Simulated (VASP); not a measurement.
# S: single point with PBE

S:

```xyz
2
Lattice="1.5872 -0.9164 3.0750 0.0000 1.8328 3.0750 -1.5872 -0.9164 3.0750" Properties=species:S:1:pos:R:3 pbc="T T T"
S     0.0000    0.0000    2.3063
S     0.0000    0.0000   -2.3063
```

```
Program                : VASP 6.6.1
Task                   : single point
Functional             : PBE
Potentials or basis    : VASP PAW PBE potentials, release 64 (S)
Cutoff                 : 520 eV
k mesh                 : 13 × 13 × 13
Occupations            : fermi-dirac, width 0.05 eV
Spin                   : no spin polarisation
Dipole correction      : no
Further INCAR settings : ALGO = Normal; EDIFF = 1e-06; NBANDS = 13
```

```json
{
 "Pressure": "30.3 GPa",
 "Band gap on the k mesh": "zero (band 6 reaches 13.26 eV, above the bottom of band 7 at 8.32 eV)"
}
```

Stress tensor (GPa, compression positive):
```
30.25  0.00  0.00
 0.00 30.25  0.00
 0.00  0.00 30.36
```

Levels at points of the mesh, in eV from the Fermi level:
```
           k point  band 4  band 5  band 6  band 7  band 8  band 9
(0.00, 0.00, 0.00)   -3.68   -3.68    1.86    1.86    3.10    3.48
```

Run time: 75 s on 1 thread of Intel(R) Xeon(R) Platinum 8488C (Sapphire Rapids), on a shared host, peak memory 0.19 GiB.
